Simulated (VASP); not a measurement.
# Au (P6/mmm) in VASP: notebook

Runs on Au. Level: PBE. Tasks: single point.

Program: VASP 6.6.1. These are calculated values, not measurements. Logs are shortened: lines on timing, memory, paths and dates and some standing lists are left out, and cuts for length are marked.

### Step 1. The cell of the first run

Symmetry: P6/mmm, No. 191, hexagonal system. The conventional cell has a = 2.716 Å, b = 2.716 Å, c = 2.664 Å, α = 90.00°, β = 90.00°, γ = 120.00°. Within 3.5 Å of Au (site symmetry 6/mmm) lie 8 Au at 2.66 to 2.72 Å.

This isn't the form of Au at room conditions, which is fcc.

### Step 2. Single point, PBE

Contents of INCAR:

```
PREC = Accurate
ENCUT = 520
EDIFF = 1E-6
ISMEAR = -1
SIGMA = 0.08
LREAL = False
LASPH = True
NELM = 100
ALGO = Normal
ISIF = 2
LWAVE = False
LCHARG = False
GGA = PE
NBANDS = 12
```

Contents of KPOINTS:

```
Automatic mesh
0
Gamma
  15 15 14
```

Contents of POSCAR:

```
Au
1.0
    2.7163262469      0.0000000000      0.0000000000
   -1.3581631235      2.3524075348      0.0000000000
    0.0000000000      0.0000000000      2.6641860835
Au
1
Direct
    0.0000000000      0.0000000000      0.0000000000
```

Potentials or basis: VASP PAW PBE potentials, release 64 (Au).

Run with:

```
> cat potpaw_PBE.64/Au/POTCAR > POTCAR
> mpirun -np 1 vasp_std > vasp.out
```

OUTCAR:

```text
PREC = Accurate
   ENCUT = 520
   EDIFF = 1E-6
   ISMEAR = -1
   LREAL = False
   LASPH = True
   NELM = 100
   ISIF = 2
   GGA = PE

 ion  position               nearest neighbor table
   1  0.000  0.000  0.000-

  LATTYP: Found a hexagonal cell.
 ALAT       =     2.7163262469
 C/A-ratio  =     0.9808048965

  Lattice vectors:

 A1 = (   2.7163262469,   0.0000000000,   0.0000000000)
 A2 = (  -1.3581631235,   2.3524075348,   0.0000000000)
 A3 = (   0.0000000000,   0.0000000000,   2.6641860835)

Analysis of symmetry for initial positions (statically):
=====================================================================
 Subroutine PRICEL returns:
 Original cell was already a primitive cell.

 Routine SETGRP: Setting up the symmetry group for a
 hexagonal supercell.

 Subroutine GETGRP returns: Found 24 space group operations
 (whereof 24 operations were pure point group operations)
 out of a pool of 24 trial point group operations.

The static configuration has the point symmetry D_6h.

Analysis of symmetry for dynamics (positions and initial velocities):
=====================================================================
 Subroutine PRICEL returns:
 Original cell was already a primitive cell.

 Routine SETGRP: Setting up the symmetry group for a
 hexagonal supercell.

 Subroutine GETGRP returns: Found 24 space group operations
 (whereof 24 operations were pure point group operations)
 out of a pool of 24 trial point group operations.

The dynamic configuration has the point symmetry D_6h.

 Subroutine INISYM returns: Found 24 space group operations
 (whereof 24 operations are pure point group operations),
 and found     1 'primitive' translations

----------------------------------------------------------------------------------------

                                     Primitive cell

  volume of cell :      17.0239

  direct lattice vectors                    reciprocal lattice vectors
     2.716326247  0.000000000  0.000000000     0.368144291  0.212548205  0.000000000
    -1.358163124  2.352407535  0.000000000     0.000000000  0.425096411  0.000000000
     0.000000000  0.000000000  2.664186084     0.000000000  0.000000000  0.375349157

  length of vectors
     2.716326247  2.716326247  2.664186084     0.425096411  0.425096411  0.375349157

[... 81 lines left out ...]
   NSW    =      0    number of steps for IOM
   IBRION =     -1    ionic relax: 0-MD 1-quasi-New 2-CG
   NFREE  =      0    steps in history (QN), initial steepest desc. (CG)
   ISIF   =      2    stress and relaxation
   ISYM   =      2    0-nonsym 1-usesym 2-fastsym
   POTIM  = 0.5000    time-step for ionic-motion
   TEBEG  =    0.0;   TEEND  =   0.0 temperature during run
   PSTRESS=    0.0 pullay stress
   NELECT =      11.0000    total number of electrons
   NUPDOWN=      -1.0000    fix difference up-down
   EMIN   =  10.00;   EMAX   =-10.00  energy-range for DOS
   EFERMI =   0.00;   METHOD = LEGACY
   ISMEAR =    -1;   SIGMA  =   0.08  broadening in eV -4-tet -1-fermi 0-gaus
   EFERMI_NEDOS =   21; number of points for ismear=-14 and -15
   IALGO  =     38    algorithm
   IMIX   =      4    mixing-type and parameters
     AMIX     =   0.40;   BMIX     =  1.00
     AMIX_MAG =   1.60;   BMIX_MAG =  1.00
  volume/ion in A,a.u.               =      17.02       114.88
  Fermi-wavevector in a.u.,A,eV,Ry     =   1.415314  2.674555 27.254005  2.003113
  Thomas-Fermi vector in A             =   2.536765
   LORBIT       =      0    0 simple, 1 ext, 2 COOP (PROOUT), +10 PAW based schemes
   GGA     = PE    functional components
   LHFCALC =     F    Hartree Fock is set to
   AEXX    =    0.0000 exact exchange contribution
   IVDW    =     0    specifies the selected vdW correction
   LEPSILON=     F    determine dielectric tensor
   LRPA    =     F    only Hartree local field effects (RPA)
 non-spin polarized calculation
  energy-cutoff  :      520.00
  volume of cell :       17.02
 maximum number of plane-waves:       468
   NGX = 11   NGY = 11   NGZ =  9

 number of electron      11.0000001 magnetization

 Free energy of the ion-electron system (eV)
  ---------------------------------------------------
  ext. energy  EPLUGINS =         0.00000000
  ---------------------------------------------------
  free energy    TOTEN  =        -3.00858567 eV

  energy without entropy =       -3.00122686  energy(sigma->0) =       -3.00490626

 E-fermi :   9.4136     XC(G=0): -12.6469

 val. band max:        9.3786688821   @ k =   0.4000   0.0667   0.1429
 cond. band min:       9.4311979490   @ k =   0.2000   0.0667   0.4286
 fundamental gap:      0.0525290669
 Fermi energy:         9.4135517268

 k-point     1 :       0.0000    0.0000    0.0000
  band No.  band energies     occupation
      1      -0.4039      2.00000
      2       2.4020      2.00000
      3       4.6225      2.00000
      4       4.6225      2.00000
      5       7.6531      2.00000
      6       7.6531      2.00000
      7      22.5736      0.00000
      8      24.5842      0.00000
      9      29.3738      0.00000
     10      29.3738      0.00000
     11      30.1237      0.00000
     12      35.8374      0.00000
[... 331 lines left out ...]
 k-point    24 :       0.4000    0.2000    0.0000
  band No.  band energies     occupation
      1       2.9644      2.00000
      2       3.3152      2.00000
      3       5.5375      2.00000
      4       5.8460      2.00000
      5       6.7244      2.00000
      6      11.9279      0.00000
      7      12.6483      0.00000
      8      17.8905      0.00000
      9      27.6978      0.00000
     10      31.8985      0.00000
     11      32.4227      0.00000
     12      34.8773      0.00000

 [... further k-points ...]

------------------------ aborting loop because EDIFF is reached ----------------------------------------

  FORCE on cell =-STRESS in cart. coord.  units (eV):
  Direction    XX          YY          ZZ          XY          YZ          ZX
  --------------------------------------------------------------------------------------
  -------------------------------------------------------------------------------------
  Total        2.3433869      2.3433869      2.3399728     -0.0000000      0.0000000      0.0000000
  in kB      220.5441425    220.5441425    220.2228368     -0.0000000      0.0000000      0.0000000
  external PRESSURE =     220.4370406 kB  Pullay stress =       0.0000000 kB

 VOLUME and BASIS-vectors are now :
 -----------------------------------------------------------------------------
  energy-cutoff  :      520.00
  volume of cell :       17.02
      direct lattice vectors                 reciprocal lattice vectors
     2.716326247  0.000000000  0.000000000     0.368144291  0.212548205  0.000000000
    -1.358163124  2.352407535  0.000000000     0.000000000  0.425096411  0.000000000
     0.000000000  0.000000000  2.664186084     0.000000000  0.000000000  0.375349157

 POSITION                                       TOTAL-FORCE (eV/Angst)
 -----------------------------------------------------------------------------------
      0.00000      0.00000      0.00000        -0.000000      0.000000      0.000000
 -----------------------------------------------------------------------------------
    total drift:                                0.000000      0.000000     -0.000000

  FREE ENERGIE OF THE ION-ELECTRON SYSTEM (eV)
  ---------------------------------------------------
  free  energy   TOTEN  =        -3.0085856663 eV

  energy  without entropy=       -3.0012268623  energy(sigma->0) =       -3.00490626
```

OSZICAR:

```text
N       E                     dE             d eps       ncg     rms          rms(c)
DAV:   1     0.502367174718E+02    0.50237E+02   -0.56232E+03  5360   0.821E+02
DAV:   2    -0.262054568544E+01   -0.52857E+02   -0.49986E+02  6076   0.189E+02
DAV:   3    -0.330869832727E+01   -0.68815E+00   -0.68770E+00  6240   0.209E+01
DAV:   4    -0.331119779430E+01   -0.24995E-02   -0.24994E-02  6136   0.143E+00
DAV:   5    -0.331121736685E+01   -0.19573E-04   -0.19571E-04  6432   0.122E-01    0.104E+01
DAV:   6    -0.303384457706E+01    0.27737E+00   -0.75696E-01  5564   0.687E+00    0.658E+00
DAV:   7    -0.301156363959E+01    0.22281E-01   -0.69993E-02  6076   0.211E+00    0.297E+00
DAV:   8    -0.300859088822E+01    0.29728E-02   -0.26787E-03  5816   0.451E-01    0.261E-01
DAV:   9    -0.300857958854E+01    0.11300E-04   -0.11787E-05  6192   0.304E-02    0.178E-02
DAV:  10    -0.300858561690E+01   -0.60284E-05   -0.25284E-06  6136   0.141E-02    0.165E-03
DAV:  11    -0.300858566633E+01   -0.49423E-07   -0.42543E-08  3272   0.160E-03
   1 F= -.30085857E+01 E0= -.30049063E+01  d E =-.735880E-02
```

It took 34 s on 1 thread of AMD EPYC 7R13, shared host; peak memory 0.13 GiB.

Results:

```
Free energy            : -3.0086 eV
Pressure               : 22.0 GPa
Band gap on the k mesh : zero (an odd number of electrons rules out a gap without spin polarisation)
```

Caveat: the cell stands under pressure; spin-orbit coupling is left out, which moves the levels of the heavy elements.

(Continued in part 2 of 2.)

The gap in the log of VASP goes by the Fermi energy; the results here count the filled bands.